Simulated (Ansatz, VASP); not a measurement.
# Two plane-wave programs on Be

POSCAR

```
Be
1.0
    2.2645998697      0.0000000000      0.0000000000
   -1.1322999349      1.9612010165      0.0000000000
    0.0000000000      0.0000000000      3.5612588024
Be
2
Direct
    0.3333333333      0.6666666667      0.2500000000
    0.6666666667      0.3333333333      0.7500000000
```

The input INCAR.step1:

```
SYSTEM = Be
  PREC = Accurate
  ENCUT = 520
  ISMEAR = -1
  SIGMA = 0.1
  LREAL = .FALSE.
  LASPH = .TRUE.
  NELM = 80
  NBANDS = 9
  GGA = PE
  ALGO = Normal
  EDIFF = 1E-4
  LWAVE = .TRUE.
  LCHARG = .FALSE.
```

File INCAR.step2:

```
SYSTEM = Be
  PREC = Accurate
  ENCUT = 520
  EDIFF = 1E-7
  ISMEAR = -1
  SIGMA = 0.1
  LREAL = .FALSE.
  LASPH = .TRUE.
  NELM = 80
  ALGO = Normal
  ISIF = 2
  LWAVE = .FALSE.
  LCHARG = .FALSE.
  METAGGA = R2SCAN
  LMIXTAU = .TRUE.
  NBANDS = 9
  ISTART = 1
```

KPOINTS

```
Automatic mesh
0
G
  26 26 15
  0 0 0
```

Input for Ansatz:

```yaml
crystal:
  lattice:
    - [2.2645998697, 0.0, 0.0]
    - [-1.1322999349, 1.9612010165, 0.0]
    - [0.0, 0.0, 3.5612588024]
  atoms:
    - { symbol: Be, position: [0.3333333333, 0.6666666667, 0.25] }
    - { symbol: Be, position: [0.6666666667, 0.3333333333, 0.75] }
hamiltonian:
  xc: r2scan
  pseudopotentials:
    kind: paw
    azcp:
      Be: "pseudopotentials/Be.paw.azcp"
basis:
  ecutwfc: 500
  fft_grid_basis: typed
kpoints:
  mp_grid: { grid: [26, 26, 15], shift: [0, 0, 0] }
magnetization:
  spin_polarized: false
scf:
  occupations: { method: fermi_dirac, width: 0.1 }
output:
  stress: true
```

Alike in both runs: task single point; functional r2SCAN; k mesh 26 × 26 × 15; occupations fermi-dirac, width 0.1 eV; no spin polarisation.

|  | VASP | Ansatz |
| --- | --- | --- |
| version | VASP 6.6.1 | Ansatz 0.2.0 |
| potentials or method | VASP PAW PBE potentials, release 64 (Be), cutoff 520 eV | plane waves (500 eV) with PAW, scalar-relativistic |
| valence electrons in the cell | 4 | 4 |

|  | VASP | Ansatz | Ansatz less VASP |
| --- | --- | --- | --- |
| pressure (GPa) | 0.2 | 0.0 | -0.19 |
| traceless stress, the component that is largest in VASP (GPa) | 0.88 | 0.81 | -0.062 |

VASP's potentials were made for PBE, not for r2SCAN.
